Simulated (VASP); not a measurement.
# Sr2Cr3As2O2 (I4/mmm) in VASP: single point with PBE+U

Aim: the single point of Sr2Cr3As2O2 with PBE+U.

Everything below comes from runs of VASP 6.6.1. Logs are shortened: lines on timing, memory, paths and dates and some standing lists are left out, and cuts for length are marked.

## (1) The cell of the first run

The structure is tetragonal, space group I4/mmm (No. 139). The conventional cell has a = 4.198 Å, b = 4.198 Å, c = 19.169 Å, α = 90.00°, β = 90.00°, γ = 90.00°. Within 3.5 Å of Sr (site symmetry 4mm) lie 4 O at 2.66 Å and 1 Sr at 3.28 Å and 4 As at 3.35 Å and 4 Cr at 3.39 Å. Within 2.8 Å of Cr (site symmetry 4/mmm) lie 4 O at 2.10 Å. Within 3.5 Å of Cr (site symmetry -4m2) lie 4 As at 2.64 Å and 4 Cr at 2.97 Å. As (site symmetry 4mm) has 5 Cr at 2.64 to 3.18 Å and 4 Sr at 3.35 Å within 3.5 Å. Within 2.8 Å of O (site symmetry mmm) lie 2 Cr at 2.10 Å and 4 Sr at 2.66 Å.

## (2) Single point, PBE+U, collinear spin, ferromagnetic start

The input, INCAR:

```
PREC = Accurate ; ENCUT = 600
EDIFF = 1E-6 ; ISMEAR = 0
SIGMA = 0.05 ; LREAL = False
LASPH = True ; NELM = 200
ALGO = Normal ; ISIF = 2
LWAVE = False ; LCHARG = False
ISPIN = 2 ; MAGMOM = 0 0 0 0 4 4 4 4 4 4 0 0 0 0 0 0 0 0
LORBIT = 11 ; LMAXMIX = 4
LDAU = True ; LDAUTYPE = 2
LDAUL = -1 2 -1 -1 ; LDAUU = 0 3.7 0 0
LDAUJ = 0 0 0 0 ; LDAUPRINT = 1
GGA = PE ; NBANDS = 97
GGA_COMPAT = False
```

The input, KPOINTS:

```
regular mesh
0
Gamma
  4 4 1
```

The input, POSCAR:

```
Sr2Cr3As2O2
1.0
    4.1981019772      0.0000000000      0.0000000000
    0.0000000000      4.1981019772      0.0000000000
    0.0000000000      0.0000000000     19.1687599612
Sr Cr As O
4 6 4 4
Direct
    0.0000000000      0.0000000000      0.5856010364
    0.0000000000      0.0000000000      0.4143989636
    0.5000000000      0.5000000000      1.0856010364
    0.5000000000      0.5000000000      0.9143989636
    0.0000000000      0.0000000000      0.0000000000
    0.5000000000      0.0000000000      0.2500000000
    0.0000000000      0.5000000000      0.2500000000
    0.5000000000      0.5000000000      0.5000000000
    1.0000000000      0.5000000000      0.7500000000
    0.5000000000      1.0000000000      0.7500000000
    0.0000000000      0.0000000000      0.1660631393
    0.0000000000      0.0000000000      0.8339368607
    0.5000000000      0.5000000000      0.6660631393
    0.5000000000      0.5000000000      1.3339368607
    0.0000000000      0.5000000000      0.0000000000
    0.5000000000      0.0000000000      0.0000000000
    0.5000000000      1.0000000000      0.5000000000
    1.0000000000      0.5000000000      0.5000000000
```

Potentials or basis: VASP PAW PBE potentials, release 64 (Sr_sv, Cr_pv, As, O).

Started as:

```bash
$ cat potpaw_PBE.64/Sr_sv/POTCAR potpaw_PBE.64/Cr_pv/POTCAR potpaw_PBE.64/As/POTCAR potpaw_PBE.64/O/POTCAR > POTCAR
$ mpirun -np 1 vasp_std > vasp.out
```

OUTCAR:

```text
PREC = Accurate
   ENCUT = 600
   EDIFF = 1E-6
   ISMEAR = 0
   LREAL = False
   LASPH = True
   NELM = 200
   ISIF = 2
   ISPIN = 2
   LORBIT = 11
   GGA = PE

 ion  position               nearest neighbor table
   1  0.000  0.000  0.586-  17 2.66  18 2.66  18 2.66  17 2.66   2 3.28  13 3.35  13 3.35  13 3.35
                            13 3.35   8 3.39   8 3.39   8 3.39   8 3.39   9 3.79  10 3.79   9 3.79
   2  0.000  0.000  0.414-  17 2.66  18 2.66  18 2.66  17 2.66   1 3.28  14 3.35  14 3.35  14 3.35
                            14 3.35   8 3.39   8 3.39   8 3.39   8 3.39   7 3.79   7 3.79   6 3.79
   3  0.500  0.500  0.086-  15 2.66  16 2.66  16 2.66  15 2.66   4 3.28  11 3.35  11 3.35  11 3.35
                            11 3.35   5 3.39   5 3.39   5 3.39   5 3.39   6 3.79   7 3.79   6 3.79
   4  0.500  0.500  0.914-  15 2.66  16 2.66  16 2.66  15 2.66   3 3.28  12 3.35  12 3.35  12 3.35
                            12 3.35   5 3.39   5 3.39   5 3.39   5 3.39   9 3.79  10 3.79  10 3.79
   5  0.000  0.000  0.000-  15 2.10  16 2.10  15 2.10  16 2.10   3 3.39   4 3.39   3 3.39   3 3.39
                             4 3.39   4 3.39   3 3.39   4 3.39
   6  0.500  0.000  0.250-  11 2.64  14 2.64  14 2.64  11 2.64   7 2.97   7 2.97   7 2.97   7 2.97
                             2 3.79   3 3.79   3 3.79   2 3.79
   7  0.000  0.500  0.250-  11 2.64  14 2.64  11 2.64  14 2.64   6 2.97   6 2.97   6 2.97   6 2.97
                             3 3.79   2 3.79   3 3.79   2 3.79
   8  0.500  0.500  0.500-  17 2.10  18 2.10  17 2.10  18 2.10   1 3.39   2 3.39   1 3.39   1 3.39
                             2 3.39   2 3.39   1 3.39   2 3.39
   9  0.000  0.500  0.750-  12 2.64  13 2.64  12 2.64  13 2.64  10 2.97  10 2.97  10 2.97  10 2.97
[... 11 lines left out ...]
  15  0.000  0.500  0.000-   5 2.10   5 2.10   3 2.66   4 2.66   3 2.66   4 2.66
  16  0.500  0.000  0.000-   5 2.10   5 2.10   3 2.66   3 2.66   4 2.66   4 2.66
  17  0.500  0.000  0.500-   8 2.10   8 2.10   1 2.66   2 2.66   1 2.66   2 2.66
  18  0.000  0.500  0.500-   8 2.10   8 2.10   1 2.66   1 2.66   2 2.66   2 2.66

  LATTYP: Found a simple tetragonal cell.
 ALAT       =     4.1981019772
 C/A-ratio  =     4.5660539132

  Lattice vectors:

 A1 = (   4.1981019772,   0.0000000000,   0.0000000000)
 A2 = (   0.0000000000,   4.1981019772,   0.0000000000)
 A3 = (   0.0000000000,   0.0000000000,  19.1687599612)

Analysis of symmetry for initial positions (statically):
=====================================================================
 Subroutine PRICEL returns following result:

  LATTYP: Found a body centered tetragonal cell.
 ALAT       =     4.1981019772
 C/A-ratio  =     4.5660539132
[... 12 lines left out ...]
 Subroutine GETGRP returns: Found 16 space group operations
 (whereof 16 operations were pure point group operations)
 out of a pool of 16 trial point group operations.

The static configuration has the point symmetry D_4h.

Analysis of symmetry for dynamics (positions and initial velocities):
[... 395 lines left out ...]
 val. band max:        5.0520828874   @ k =   0.2500   0.0000   0.0000
 cond. band min:       5.0886781387   @ k =   0.5000   0.2500   0.0000
 fundamental gap:      0.0365952513
 Fermi energy:         5.0662052287

 spin component 1

 k-point     1 :       0.0000    0.0000    0.0000
  band No.  band energies     occupation
      1     -39.3568      1.00000
      2     -39.3568      1.00000
      3     -39.3566      1.00000
      4     -39.3566      1.00000
      5     -39.1569      1.00000
      6     -39.1569      1.00000
[... 547 lines left out ...]
     89       4.2101      1.00000
     90       4.2101      1.00000
 Fermi energy:         5.0662052287

 spin component 2

 k-point     1 :       0.0000    0.0000    0.0000
  band No.  band energies     occupation
      1     -35.9662      1.00000
      2     -35.9662      1.00000
      3     -35.9662      1.00000
      4     -35.9662      1.00000
      5     -35.1702      1.00000
      6     -35.1702      1.00000
[... 547 lines left out ...]
     89       9.6658      0.00000
     90       9.6658      0.00000
 [bands above 90 left out]

------------------------ aborting loop because EDIFF is reached ----------------------------------------

  FORCE on cell =-STRESS in cart. coord.  units (eV):
  Direction    XX          YY          ZZ          XY          YZ          ZX
  --------------------------------------------------------------------------------------
  -------------------------------------------------------------------------------------
  Total       -0.7440615     -0.7440615     -0.9284484      0.0000000      0.0000000      0.0000000
  in kB       -3.5287380     -3.5287380     -4.4031997      0.0000000      0.0000000      0.0000000
  external PRESSURE =      -3.8202253 kB  Pullay stress =       0.0000000 kB

 VOLUME and BASIS-vectors are now :
 -----------------------------------------------------------------------------
  energy-cutoff  :      600.00
  volume of cell :      337.83
      direct lattice vectors                 reciprocal lattice vectors
     4.198101977  0.000000000  0.000000000     0.238202884  0.000000000  0.000000000
     0.000000000  4.198101977  0.000000000     0.000000000  0.238202884  0.000000000
     0.000000000  0.000000000 19.168759961     0.000000000  0.000000000  0.052168215

 POSITION                                       TOTAL-FORCE (eV/Angst)
 -----------------------------------------------------------------------------------
      0.00000      0.00000     11.22525         0.000000      0.000000      0.058342
      0.00000      0.00000      7.94351        -0.000000      0.000000     -0.058342
      2.09905      2.09905      1.64087         0.000000      0.000000      0.058342
      2.09905      2.09905     17.52789        -0.000000      0.000000     -0.058342
      0.00000      0.00000      0.00000         0.000000     -0.000000      0.000000
      2.09905      0.00000      4.79219        -0.000000     -0.000000      0.000000
[... 10 lines left out ...]
      2.09905      0.00000      9.58438         0.000000     -0.000000      0.000000
      0.00000      2.09905      9.58438         0.000000     -0.000000     -0.000000
 -----------------------------------------------------------------------------------
    total drift:                                0.000000      0.000000     -0.000000

  FREE ENERGIE OF THE ION-ELECTRON SYSTEM (eV)
  ---------------------------------------------------
  free  energy   TOTEN  =      -111.7254653923 eV

  energy  without entropy=     -111.7108604931  energy(sigma->0) =     -111.71816294

 total charge

# of ion       s       p       d       tot
------------------------------------------
    1        2.007   5.783   0.218   8.007
    2        2.007   5.783   0.218   8.007
    3        2.007   5.783   0.218   8.007
    4        2.007   5.783   0.218   8.007
    5        0.235   6.202   4.048  10.485
    6        0.248   6.193   4.188  10.629
[... 10 lines left out ...]
   17        1.544   3.444   0.000   4.988
   18        1.544   3.444   0.000   4.988
--------------------------------------------------
tot         20.507  80.388  25.811 126.707

 magnetization (x)

# of ion       s       p       d       tot
------------------------------------------
    1       -0.001   0.001   0.009   0.009
    2       -0.001   0.001   0.009   0.009
    3       -0.001   0.001   0.009   0.009
    4       -0.001   0.001   0.009   0.009
    5        0.052   0.025   3.491   3.568
    6        0.046   0.051   3.886   3.983
[... 10 lines left out ...]
   17       -0.002  -0.011   0.000  -0.013
   18       -0.002  -0.011   0.000  -0.013
--------------------------------------------------
tot          0.270  -0.685  22.628  22.213
```

OSZICAR:

```text
N       E                     dE             d eps       ncg     rms          rms(c)
DAV:   1     0.192200034692E+04    0.19220E+04   -0.85626E+04  2416   0.178E+03
DAV:   2     0.118942693378E+03   -0.18031E+04   -0.17368E+04  2407   0.488E+02
DAV:   3    -0.106858020365E+03   -0.22580E+03   -0.22131E+03  3363   0.158E+02
[... 13 lines left out ...]
DAV:  17    -0.111725402906E+03   -0.36220E-04   -0.47441E-05  2984   0.282E-02    0.300E-02
DAV:  18    -0.111725442412E+03   -0.39505E-04   -0.35611E-05  2741   0.220E-02    0.193E-02
DAV:  19    -0.111725456865E+03   -0.14454E-04   -0.15620E-05  2636   0.149E-02    0.116E-02
DAV:  20    -0.111725462679E+03   -0.58135E-05   -0.62637E-06  2333   0.905E-03    0.636E-03
DAV:  21    -0.111725464631E+03   -0.19525E-05   -0.11559E-06  1807   0.416E-03    0.350E-03
DAV:  22    -0.111725465392E+03   -0.76121E-06   -0.57769E-07  1388   0.284E-03
   1 F= -.11172547E+03 E0= -.11171816E+03  d E =-.146049E-01  mag=    23.9997
```

stdout:

```text
POSCAR found type information on POSCAR SrCrAsO
 POSCAR found :  4 types and      18 ions
 scaLAPACK will be used
 -----------------------------------------------------------------------------
|                                                                             |
|                                                                             |
|     You have a (more or less) 'large supercell' and for larger cells it     |
|     might be more efficient to use real-space projection operators.         |
|     Therefore, try LREAL= Auto in the INCAR file.                           |
|     Mind: For very accurate calculation, you might also keep the            |
|     reciprocal projection scheme (i.e. LREAL=.FALSE.).                      |
|                                                                             |
 -----------------------------------------------------------------------------

 LDA part: xc-table for (Slater+PW92), standard interpolation
 POSCAR, INCAR and KPOINTS ok, starting setup
 FFT: planning ... GRIDC
 FFT: planning ... GRID_SOFT
 FFT: planning ... GRID
 WAVECAR not read
 entering main loop
```

Run time: 38 min. Hardware: 1 thread of AMD EPYC 7R13, shared host; peak memory 0.85 GiB.

What came out:

- Free energy: -111.7255 eV
- Pressure: -0.4 GPa
- Largest force: 0.115 eV/Å
- Net moment: 24.00 μB per cell
- Site moments: Sr +0.01; Cr +3.57, +3.98 (each value once); As -0.21; O -0.01 μB
- Valence electrons inside the program's atomic spheres: Sr 8.01; Cr 10.48, 10.63 (each value once); As 2.81; O 4.99

Forces on the atoms (eV/Å):
```
Sr   0.000  0.000  0.058
Sr   0.000  0.000 -0.058
Sr   0.000  0.000  0.058
Sr   0.000  0.000 -0.058
Cr   0.000  0.000  0.000
Cr   0.000  0.000  0.000
Cr   0.000  0.000  0.000
Cr   0.000  0.000  0.000
Cr   0.000  0.000  0.000
Cr   0.000  0.000  0.000
As   0.000  0.000  0.115
As   0.000  0.000 -0.115
As   0.000  0.000  0.115
As   0.000  0.000 -0.115
O    0.000  0.000  0.000
O    0.000  0.000  0.000
O    0.000  0.000  0.000
O    0.000  0.000  0.000
```

Levels at points of the mesh, in eV from the Fermi level:
Spin up:
```
           k point  band 87  band 88  band 89  band 90  band 91  band 92  band 93  band 94
(0.00, 0.00, 0.00)    -0.70    -0.70    -0.23    -0.15     1.10     1.10     1.27     1.27
(0.50, 0.00, 0.00)    -0.03    -0.03     0.09     0.09     0.53     0.53     0.56     0.56
(0.50, 0.50, 0.00)    -1.26    -1.26    -0.86    -0.86    -0.36    -0.36    -0.34    -0.34
```
Spin down:
```tsv
k point	band 64	band 65	band 66	band 67	band 68	band 69
(0.00, 0.00, 0.00)	-1.66	-1.64	-1.64	0.42	1.08	1.59
(0.50, 0.00, 0.00)	-1.66	-1.57	-1.57	1.61	1.61	2.24
(0.50, 0.50, 0.00)	-2.44	-2.25	-2.25	0.67	0.67	0.70
```

Eigenvalues of the final occupation matrices:
```tsv
site	spin	trace	eigenvalues
site 5 d	1	3.79	0.21 0.79 0.92 0.92 0.94
site 5 d	2	0.29	0.02 0.02 0.04 0.05 0.14
site 6 d	1	4.06	0.80 0.80 0.81 0.82 0.83
site 6 d	2	0.15	0.02 0.02 0.04 0.04 0.04
site 7 d	1	4.06	0.80 0.80 0.81 0.82 0.83
site 7 d	2	0.15	0.02 0.02 0.04 0.04 0.04
site 8 d	1	3.79	0.21 0.79 0.92 0.92 0.94
site 8 d	2	0.29	0.02 0.02 0.04 0.05 0.14
site 9 d	1	4.06	0.80 0.80 0.81 0.82 0.83
site 9 d	2	0.15	0.02 0.02 0.04 0.04 0.04
site 10 d	1	4.06	0.80 0.80 0.81 0.82 0.83
site 10 d	2	0.15	0.02 0.02 0.04 0.04 0.04
```

Caveat: the k points lie up to 0.37 Å⁻¹ apart; the bands computed are all filled at some k points, so no gap is given; only a ferromagnetic start was run, and an antiferromagnetic order may lie lower in energy.
